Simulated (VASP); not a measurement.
Crystal: Sn2GeO3.

```
Sn Ge O
1.0
     3.79208    0.00000    0.00000
     0.00000    3.79208    0.00000
     0.00000    0.00000   14.72424
Sn Ge O
4 2 6
Direct
  0.00000 0.50000 0.90555
  0.00000 0.50000 0.25568
  0.50000 0.00000 0.09445
  0.50000 0.00000 0.74432
  0.00000 0.50000 0.56602
  0.50000 0.00000 0.43398
  0.50000 0.50000 0.82510
  0.50000 0.50000 0.17490
  0.50000 0.50000 0.50000
  0.00000 0.00000 0.82510
  0.00000 0.00000 0.17490
  0.00000 0.00000 0.50000
```

Base run:

| Quantity | Value |
| --- | --- |
| Program | VASP 6.6.1 |
| Functional | PBE |
| Potentials or basis | VASP PAW PBE potentials, release 64 (Sn_d, Ge_d, O) |
| Cutoff | 520 eV |
| k mesh | 4 × 4 × 2 |
| Occupations | gaussian, width 0.1 eV |
| Spin | no spin polarisation |

Its results: band gap on the k mesh 0.90 eV, indirect (least direct gap 1.49 eV); pressure 0.3 GPa; largest force 0.081 eV/Å.

Question: The run is repeated on the same cell with these changes: k mesh from 4 × 4 × 2 to 4 × 4 × 1; further incar settings from ALGO = Normal; EDIFF = 1e-07; NBANDS = 72 to ALGO = Normal; EDIFF = 1e-06; NBANDS = 72. What comes out?

Answer: Band gap on the k mesh 1.11 eV, indirect (least direct gap 1.78 eV); pressure 0.2 GPa; largest force 0.077 eV/Å.

Caveats: some runs use coarse meshes; spin-orbit coupling is left out, which moves the levels of the heavy elements.

A k mesh can miss the band edges.
